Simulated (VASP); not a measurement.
# Ru2C3 (P-3m1) in VASP: notebook

The runs below take Ru2C3 through single point, relaxation of cell and atoms, with PBE.

All numbers are computed with VASP 6.6.1; they aren't measurements. Logs are shortened: lines on timing, memory, paths and dates and some standing lists are left out, and cuts for length are marked.

### 1 The cell of the first run

Symmetry: P-3m1, No. 164, trigonal system. The conventional cell has a = 3.280 Å, b = 3.280 Å, c = 5.104 Å, α = 90.00°, β = 90.00°, γ = 120.00°. Ru (site symmetry 3m) has 7 C at 1.98 to 2.27 Å within 2.6 Å. C (site symmetry -3m) has 6 Ru at 2.27 Å and 6 C at 2.62 Å within 3.0 Å. C (site symmetry 3m) has 4 Ru at 1.98 to 2.04 Å and 3 C at 2.40 Å within 2.6 Å.

### 2 Single point, PBE

The input, INCAR:

```
PREC = Accurate
ENCUT = 520
EDIFF = 1E-6
ISMEAR = 0
SIGMA = 0.1
LREAL = F
LASPH = T
NELM = 60
ALGO = Normal
ISIF = 2
LWAVE = F
LCHARG = F
GGA = PE
NBANDS = 28
```

The input, KPOINTS:

```
regular mesh
0
Gamma
  6 6 4
```

The input, POSCAR:

```
Ru2C3
1.0
    3.2804105909      0.0000000000      0.0000000000
   -1.6402052954      2.8409189065      0.0000000000
    0.0000000000      0.0000000000      5.1037860208
Ru C
2 3
Direct
    0.3333333333      0.6666666667      0.2450000000
    0.6666666667      0.3333333333      0.7550000000
    0.0000000000      0.0000000000      0.0000000000
    0.3333333333      0.6666666667      0.6450000000
    0.6666666667      0.3333333333      0.3550000000
```

Potentials or basis: VASP PAW PBE potentials, release 64 (Ru_pv, C).

Command:

```console
cat potpaw_PBE.64/Ru_pv/POTCAR potpaw_PBE.64/C/POTCAR > POTCAR
mpirun -np 1 vasp_std > vasp.out
```

OUTCAR:

```text
PREC = Accurate
   ENCUT = 520
   EDIFF = 1E-6
   ISMEAR = 0
   LREAL = F
   LASPH = T
   NELM = 60
   ISIF = 2
   GGA = PE

 ion  position               nearest neighbor table
   1  0.333  0.667  0.245-   5 1.98   5 1.98   5 1.98   4 2.04   3 2.27   3 2.27   3 2.27   2 3.14
                             2 3.14   2 3.14   2 3.22   2 3.22   2 3.22
   2  0.667  0.333  0.755-   4 1.98   4 1.98   4 1.98   5 2.04   3 2.27   3 2.27   3 2.27   1 3.14
                             1 3.14   1 3.14   1 3.22   1 3.22   1 3.22
   3  0.000  0.000  0.000-   1 2.27   2 2.27   1 2.27   2 2.27   2 2.27   1 2.27
   4  0.333  0.667  0.645-   2 1.98   2 1.98   2 1.98   1 2.04
   5  0.667  0.333  0.355-   1 1.98   1 1.98   1 1.98   2 2.04

  LATTYP: Found a hexagonal cell.
 ALAT       =     3.2804105909
 C/A-ratio  =     1.5558375634

  Lattice vectors:

 A1 = (   3.2804105909,   0.0000000000,   0.0000000000)
 A2 = (  -1.6402052954,   2.8409189065,   0.0000000000)
 A3 = (   0.0000000000,   0.0000000000,   5.1037860208)

Analysis of symmetry for initial positions (statically):
=====================================================================
 Subroutine PRICEL returns:
 Original cell was already a primitive cell.

 Routine SETGRP: Setting up the symmetry group for a
 hexagonal supercell.

 Subroutine GETGRP returns: Found 12 space group operations
 (whereof 12 operations were pure point group operations)
 out of a pool of 24 trial point group operations.

The static configuration has the point symmetry D_3d.

Analysis of symmetry for dynamics (positions and initial velocities):
=====================================================================
 Subroutine PRICEL returns:
 Original cell was already a primitive cell.

 Routine SETGRP: Setting up the symmetry group for a
 hexagonal supercell.

 Subroutine GETGRP returns: Found 12 space group operations
 (whereof 12 operations were pure point group operations)
 out of a pool of 24 trial point group operations.

The dynamic configuration has the point symmetry D_3d.

 Subroutine INISYM returns: Found 12 space group operations
 (whereof 12 operations are pure point group operations),
 and found     1 'primitive' translations

----------------------------------------------------------------------------------------

                                     Primitive cell

  volume of cell :      47.5641

  direct lattice vectors                    reciprocal lattice vectors
     3.280410591  0.000000000  0.000000000     0.304839889  0.175999392  0.000000000
    -1.640205295  2.840918906  0.000000000     0.000000000  0.351998784  0.000000000
     0.000000000  0.000000000  5.103786021     0.000000000  0.000000000  0.195932979

  length of vectors
     3.280410591  3.280410591  5.103786021     0.351998784  0.351998784  0.195932979

  position of ions in fractional coordinates (direct lattice)
     0.333333333  0.666666667  0.245000000
     0.666666667  0.333333333  0.755000000
     0.000000000  0.000000000  0.000000000
     0.333333333  0.666666667  0.645000000
     0.666666667  0.333333333  0.355000000

  ion indices of the primitive-cell ions
   primitive index   ion index
                 1           1
                 2           2
                 3           3
                 4           4
                 5           5

----------------------------------------------------------------------------------------

 KPOINTS: regular mesh

Automatic generation of k-mesh.
 Grid dimensions read from file:
 generate k-points for:    6    6    4

 Generating k-lattice:

  Cartesian coordinates                     Fractional coordinates (reciprocal lattice)
     0.050806648  0.029333232  0.000000000     0.166666667  0.000000000  0.000000000
     0.000000000  0.058666464  0.000000000     0.000000000  0.166666667  0.000000000
     0.000000000  0.000000000  0.048983245     0.000000000  0.000000000  0.250000000

  Length of vectors
     0.058666464  0.058666464  0.048983245

  Shift w.r.t. Gamma in fractional coordinates (k-lattice)
     0.000000000  0.000000000  0.000000000

 Subroutine IBZKPT returns following result:
 ===========================================

 Found     24 irreducible k-points:

 Following reciprocal coordinates:
            Coordinates               Weight
  0.000000  0.000000  0.000000      1.000000
  0.166667  0.000000  0.000000      6.000000
  0.333333  0.000000  0.000000      6.000000
  0.500000  0.000000  0.000000      3.000000
  0.166667  0.166667  0.000000      6.000000
  0.333333  0.166667  0.000000     12.000000
[... 16 lines left out ...]
  0.333333  0.166667  0.500000     12.000000
  0.333333  0.333333  0.500000      2.000000
   k-points           NKPTS =     24   k-points in BZ     NKDIM =     24   number of bands    NBANDS=     28
   number of dos      NEDOS =    301   number of ions     NIONS =      5
   total plane-waves  NPLWV =  23040
   dimension x,y,z NGX =    24 NGY =   24 NGZ =   40
[... 34 lines left out ...]
     AMIX_MAG =   1.60;   BMIX_MAG =  1.00
  volume/ion in A,a.u.               =       9.51        64.20
  Fermi-wavevector in a.u.,A,eV,Ry     =   1.545260  2.920119 32.488393  2.387830
  Thomas-Fermi vector in A             =   2.650664
   LORBIT       =      0    0 simple, 1 ext, 2 COOP (PROOUT), +10 PAW based schemes
   GGA     = PE    functional components
   LHFCALC =     F    Hartree Fock is set to
   AEXX    =    0.0000 exact exchange contribution
   IVDW    =     0    specifies the selected vdW correction
   LEPSILON=     F    determine dielectric tensor
   LRPA    =     F    only Hartree local field effects (RPA)
 non-spin polarized calculation
 Gauss-broadening in eV      SIGMA  =   0.10
  energy-cutoff  :      520.00
  volume of cell :       47.56
 maximum number of plane-waves:      1296
   NGX = 13   NGY = 13   NGZ = 19

 number of electron      39.9999987 magnetization

 Free energy of the ion-electron system (eV)
  ---------------------------------------------------
  ext. energy  EPLUGINS =         0.00000000
  ---------------------------------------------------
  free energy    TOTEN  =       -39.16404229 eV

  energy without entropy =      -39.13989736  energy(sigma->0) =      -39.15196983

 E-fermi :  11.0425     XC(G=0): -13.3454

 val. band max:       11.0378059592   @ k =   0.3333   0.0000   0.2500
 cond. band min:      11.0581007900   @ k =   0.5000   0.0000   0.5000
 fundamental gap:      0.0202948308
 Fermi energy:        11.0425307029

 k-point     1 :       0.0000    0.0000    0.0000
  band No.  band energies     occupation
      1     -32.7974      2.00000
      2     -32.6418      2.00000
      3     -32.6418      2.00000
      4     -32.6042      2.00000
      5     -32.6042      2.00000
      6     -32.5714      2.00000
[... 20 lines left out ...]
     27      17.7839      0.00000
     28      17.7839      0.00000

 k-point     2 :       0.1667    0.0000    0.0000
  band No.  band energies     occupation
      1     -32.7800      2.00000
      2     -32.6758      2.00000
      3     -32.6540      2.00000
      4     -32.6393      2.00000
      5     -32.6095      2.00000
      6     -32.5808      2.00000
[... 20 lines left out ...]
     27      17.4357      0.00000
     28      17.5215      0.00000

 k-point     3 :       0.3333    0.0000    0.0000
  band No.  band energies     occupation
      1     -32.7440      2.00000
      2     -32.7375      2.00000
      3     -32.7077      2.00000
      4     -32.6769      2.00000
      5     -32.6214      2.00000
      6     -32.6073      2.00000
[... 20 lines left out ...]
     27      16.6805      0.00000
     28      17.0497      0.00000

 k-point     4 :       0.5000    0.0000    0.0000
  band No.  band energies     occupation
      1     -32.7783      2.00000
      2     -32.7415      2.00000
      3     -32.7055      2.00000
      4     -32.6880      2.00000
      5     -32.6310      2.00000
      6     -32.6277      2.00000
[... 578 lines left out ...]
     27      16.0741      0.00000
     28      16.5167      0.00000

 k-point    23 :       0.3333    0.1667    0.5000
  band No.  band energies     occupation
      1     -32.7802      2.00000
      2     -32.7765      2.00000
      3     -32.6837      2.00000
      4     -32.6804      2.00000
      5     -32.6260      2.00000
      6     -32.6249      2.00000
[... 20 lines left out ...]
     27      16.0279      0.00000
     28      16.4960      0.00000

 k-point    24 :       0.3333    0.3333    0.5000
  band No.  band energies     occupation
      1     -32.7710      2.00000
      2     -32.7710      2.00000
      3     -32.7164      2.00000
      4     -32.7109      2.00000
      5     -32.6205      2.00000
      6     -32.6205      2.00000
[... 20 lines left out ...]
     27      15.8148      0.00000
     28      16.4411      0.00000

------------------------ aborting loop because EDIFF is reached ----------------------------------------

  FORCE on cell =-STRESS in cart. coord.  units (eV):
  Direction    XX          YY          ZZ          XY          YZ          ZX
  --------------------------------------------------------------------------------------
  -------------------------------------------------------------------------------------
  Total        4.2156712      4.2156712      5.1418431      0.0000000      0.0000000     -0.0000000
  in kB      142.0030955    142.0030955    173.2008034      0.0000000      0.0000000     -0.0000000
  external PRESSURE =     152.4023315 kB  Pullay stress =       0.0000000 kB

 VOLUME and BASIS-vectors are now :
 -----------------------------------------------------------------------------
  energy-cutoff  :      520.00
  volume of cell :       47.56
      direct lattice vectors                 reciprocal lattice vectors
     3.280410591  0.000000000  0.000000000     0.304839889  0.175999392  0.000000000
    -1.640205295  2.840918906  0.000000000     0.000000000  0.351998784  0.000000000
     0.000000000  0.000000000  5.103786021     0.000000000  0.000000000  0.195932979

 POSITION                                       TOTAL-FORCE (eV/Angst)
 -----------------------------------------------------------------------------------
     -0.00000      1.89395      1.25043        -0.000000      0.000000      0.958794
      1.64021      0.94697      3.85336         0.000000      0.000000     -0.958794
      0.00000      0.00000      0.00000         0.000000      0.000000     -0.000000
     -0.00000      1.89395      3.29194        -0.000000      0.000000     -1.049459
      1.64021      0.94697      1.81184         0.000000     -0.000000      1.049459
 -----------------------------------------------------------------------------------
    total drift:                               -0.000000      0.000000     -0.000000

  FREE ENERGIE OF THE ION-ELECTRON SYSTEM (eV)
  ---------------------------------------------------
  free  energy   TOTEN  =       -39.1640422904 eV

  energy  without entropy=      -39.1398973647  energy(sigma->0) =      -39.15196983
```

Run time: 56 s. Hardware: 1 thread of AMD EPYC 7R13, shared host; peak memory 0.14 GiB.

Results:

```yaml
Free_energy: -39.1640 eV
Pressure: 15.2 GPa
Largest_force: 1.049 eV/Å
Band_gap_on_the_k_mesh: zero (band 20 reaches 11.51 eV, above the bottom of band 21 at 10.58 eV)
```

Forces in eV/Å, atoms in the order of the input:
```
Ru   0.000  0.000  0.959
Ru   0.000  0.000 -0.959
C    0.000  0.000  0.000
C    0.000  0.000 -1.049
C    0.000  0.000  1.049
```

Stress tensor (GPa, compression positive):
```
14.20  0.00  0.00
 0.00 14.20  0.00
 0.00  0.00 17.32
```

Caveat: the k points lie up to 0.37 Å⁻¹ apart; forces of over 1 eV/Å act on the atoms, so gaps and moduli don't describe the material at rest.

### 3 Single point, PBE

This run uses another cell than the first one, of 9.69 Å³/atom, 1.019 times its volume.

The input, INCAR:

```
SYSTEM = Ru2C3
  ALGO = Normal
  EDIFF = 1E-6
  ENCUT = 520
  GGA = PE
  ISIF = 2
  ISMEAR = 0
  LASPH = .True.
  LCHARG = .False.
  LREAL = .False.
  LWAVE = .False.
  NBANDS = 28
  NELM = 60
  PREC = Accurate
  SIGMA = 0.1
```

The input, KPOINTS:

```
k-points
0
Gamma
  6 6 4
  0 0 0
```

The input, POSCAR:

```
Ru2C3
1.0
    3.2139202206      0.0000000000      0.0000000000
   -1.6069601103      2.7833365568      0.0000000000
    0.0000000000      0.0000000000      5.4170676018
Ru C
2 3
Direct
    0.3333333333      0.6666666667      0.2269760630
    0.6666666667      0.3333333333      0.7730239370
    0.0000000000      0.0000000000      0.0000000000
    0.3333333333      0.6666666667      0.5942910433
    0.6666666667      0.3333333333      0.4057089567
```

Potentials or basis: VASP PAW PBE potentials, release 64 (Ru_pv, C).

Command:

```console
cat potpaw_PBE.64/Ru_pv/POTCAR potpaw_PBE.64/C/POTCAR > POTCAR
mpirun -np 1 vasp_std > vasp.out
```

It took 63 s on 1 thread of AMD EPYC 7R13, shared host; peak memory 0.14 GiB.

The run converged. Its results:

| Item | Value |
| --- | --- |
| Free energy | -39.5874 eV |
| Pressure | 0.2 GPa |
| Largest force | 0.035 eV/Å |
| Band gap on the k mesh | zero (band 20 reaches 11.34 eV, above the bottom of band 21 at 10.20 eV) |

Forces on the atoms (eV/Å):
```
Ru   0.000  0.000 -0.035
Ru   0.000  0.000  0.035
C    0.000  0.000  0.000
C    0.000  0.000  0.019
C    0.000  0.000 -0.019
```

Stress tensor (GPa, compression positive):
```
0.09 0.00 0.00
0.00 0.09 0.00
0.00 0.00 0.43
```

Levels at points of the mesh, in eV from the Fermi level:
| k point | band 18 | band 19 | band 20 | band 21 | band 22 | band 23 |
| --- | --- | --- | --- | --- | --- | --- |
| (0.00, 0.00, 0.00) | -1.88 | -1.88 | -1.88 | 1.61 | 1.61 | 2.23 |
| (0.50, 0.00, 0.00) | -1.06 | -1.06 | -0.62 | -0.15 | 0.05 | 2.12 |
| (0.00, 0.00, 0.50) | -2.09 | -2.09 | -0.45 | -0.45 | -0.22 | 2.30 |
| (0.50, 0.00, 0.50) | -1.23 | -0.73 | -0.51 | 0.41 | 0.54 | 2.26 |

Caveat: the k points lie up to 0.38 Å⁻¹ apart.

### 4 Relaxation of cell and atoms, PBE

The input, INCAR:

```
PREC     = Accurate       # precision mode
ENCUT    = 600            # plane-wave cutoff, eV
EDIFF    = 1E-6           # SCF threshold, eV
ISMEAR   = 0              # smearing method
SIGMA    = 0.1            # smearing width, eV
LREAL    = F              # projectors in reciprocal space
LASPH    = T              # aspherical terms in the spheres
NELM     = 80             # most SCF steps
ALGO     = Normal         # electronic algorithm
ISIF     = 3              # what is computed and relaxed
LWAVE    = F              # write WAVECAR
LCHARG   = F              # write CHGCAR
GGA      = PE             # functional
IBRION   = 2              # ionic algorithm
NSW      = 90             # ionic steps
EDIFFG   = -0.04          # ionic threshold
```

The input, KPOINTS:

```
regular mesh
0
Gamma
  6 6 4
```

The input, POSCAR:

```
Ru2C3
1.0
    3.2804105909      0.0000000000      0.0000000000
   -1.6402052954      2.8409189065      0.0000000000
    0.0000000000      0.0000000000      5.1037860208
Ru C
2 3
Direct
    0.3333333333      0.6666666667      0.2450000000
    0.6666666667      0.3333333333      0.7550000000
    0.0000000000      0.0000000000      0.0000000000
    0.3333333333      0.6666666667      0.6450000000
    0.6666666667      0.3333333333      0.3550000000
```

Command:

```console
cat potpaw_PBE.64/Ru_pv/POTCAR potpaw_PBE.64/C/POTCAR > POTCAR
mpirun -np 1 vasp_std > vasp.out
```

It took 20 min on 1 thread of AMD EPYC 7R13, shared host; peak memory 0.18 GiB.

It converged, with:

```yaml
Free_energy: -39.5875 eV
Relaxed_volume: 9.70 Å³/atom
Relaxed_cell: a = 3.214 Å, b = 3.214 Å, c = 5.419 Å, α = 90.00°, β = 90.00°, γ = 120.00°
Space_group_after_relaxing_to_0.05_Å: P-3m1 (No. 164)
Energy_gained_by_relaxing: 84.3 meV/atom
Ionic_steps: 31
Pressure_after_relaxing: 0.0 GPa
Largest_force_after_relaxing: 0.025 eV/Å
Band_gap_on_the_k_mesh: zero (band 20 reaches 11.33 eV, above the bottom of band 21 at 10.19 eV)
```

Forces on the atoms (eV/Å):
```
Ru   0.000  0.000 -0.025
Ru   0.000  0.000  0.025
C    0.000  0.000  0.000
C    0.000  0.000 -0.014
C    0.000  0.000  0.014
```

Stress tensor (GPa, compression positive):
```
0.01 0.00 0.00
0.00 0.01 0.00
0.00 0.00 0.12
```

Step by step:
```csv
step,energy change (eV),largest force (eV/Å),pressure (GPa),volume (Å³)
1,0.0000,1.0480,15.09,47.56
2,-0.0267,0.5934,-16.78,54.00
3,-0.1902,0.6977,-3.57,50.74
4,-0.2783,0.3475,0.26,50.58
5,-0.2810,0.5854,1.16,50.54
6,-0.3228,0.1552,-0.23,50.91
7,-0.3235,0.1276,-0.11,50.87
8,-0.3260,0.1326,-0.34,50.82
9,-0.3307,0.1717,-1.03,50.68
10,-0.3339,0.2622,-2.24,50.40
11,-0.3701,0.2945,-4.03,49.83
12,-0.3350,0.6612,-2.76,48.71
13,-0.3938,0.0703,-4.37,49.50
14,-0.3936,0.2164,-4.25,49.20
15,-0.3969,0.0685,-4.38,49.35
16,-0.3978,0.0809,-4.22,49.31
17,-0.4001,0.1187,-3.73,49.18
18,-0.4020,0.1954,-2.69,48.91
19,-0.4035,0.1773,-2.49,48.88
20,-0.4077,0.1221,-1.93,48.78
21,-0.4134,0.0286,-0.73,48.58
22,-0.4139,0.2142,1.87,48.19
23,-0.4155,0.1051,0.58,48.38
24,-0.4163,0.1093,0.41,48.41
25,-0.4183,0.1203,-0.13,48.48
26,-0.4195,0.1400,-1.14,48.64
27,-0.4203,0.1179,-0.90,48.60
28,-0.4213,0.0541,-0.08,48.49
29,-0.4213,0.0560,-0.12,48.49
30,-0.4214,0.0442,-0.06,48.49
31,-0.4216,0.0248,0.05,48.48
```

Final structure:
```cif
data_structure
_symmetry_space_group_name_H-M 'P 1'
_symmetry_Int_Tables_number 1
_cell_length_a 3.2141
_cell_length_b 3.2141
_cell_length_c 5.4188
_cell_angle_alpha 90.000
_cell_angle_beta 90.000
_cell_angle_gamma 120.000
_cell_volume 48.48
loop_
_atom_site_label
_atom_site_type_symbol
_atom_site_fract_x
_atom_site_fract_y
_atom_site_fract_z
_atom_site_occupancy
Ru1 Ru 0.33333 0.66667 0.22729 1
Ru2 Ru 0.66667 0.33333 0.77271 1
C1 C 0.00000 0.00000 0.00000 1
C2 C 0.33333 0.66667 0.59481 1
C3 C 0.66667 0.33333 0.40519 1
```

Levels at points of the mesh, in eV from the Fermi level:
```tsv
k point	band 16	band 17	band 18	band 19	band 20	band 21	band 22	band 23	band 24
(0.00, 0.00, 0.00)	-2.74	-2.27	-1.88	-1.88	-1.86	1.60	1.60	2.23	2.81
(0.50, 0.00, 0.00)	-2.90	-2.36	-1.07	-1.06	-0.62	-0.15	0.04	2.12	3.25
(0.00, 0.00, 0.50)	-2.38	-2.38	-2.07	-2.07	-0.45	-0.45	-0.22	2.29	4.37
(0.50, 0.00, 0.50)	-3.02	-1.98	-1.24	-0.73	-0.52	0.40	0.53	2.27	3.10
```

Caveat: the k points lie up to 0.38 Å⁻¹ apart in the final cell.

### 5 Overview

| task | cell | cutoff (eV) | gap on the mesh (eV) | pressure (GPa) | largest force (eV/Å) |
| --- | --- | --- | --- | --- | --- |
| single point | a = 3.280, b = 3.280, c = 5.104 Å, angles 90.0, 90.0, 120.0°, 5 atoms | 520 | none | 15.2 | 1.05 |
| single point | a = 3.214, b = 3.214, c = 5.417 Å, angles 90.0, 90.0, 120.0°, 5 atoms | 520 | none | 0.2 | 0.03 |
| relaxation of cell and atoms | relaxed from a = 3.280, b = 3.280, c = 5.104 Å, angles 90.0, 90.0, 120.0°, 5 atoms | 600 | none | 0.0 | 0.02 |

Alike in all rows: level PBE; potentials or basis VASP PAW PBE potentials, release 64 (Ru_pv, C); no spin polarisation; k mesh 6 × 6 × 4; smearing gaussian 0.1 eV.

Caveats: all runs use coarse meshes; forces of over 1 eV/Å act on the atoms, so gaps and moduli don't describe the material at rest (some runs).

Absolute energies hang on the potentials; compare differences alone.
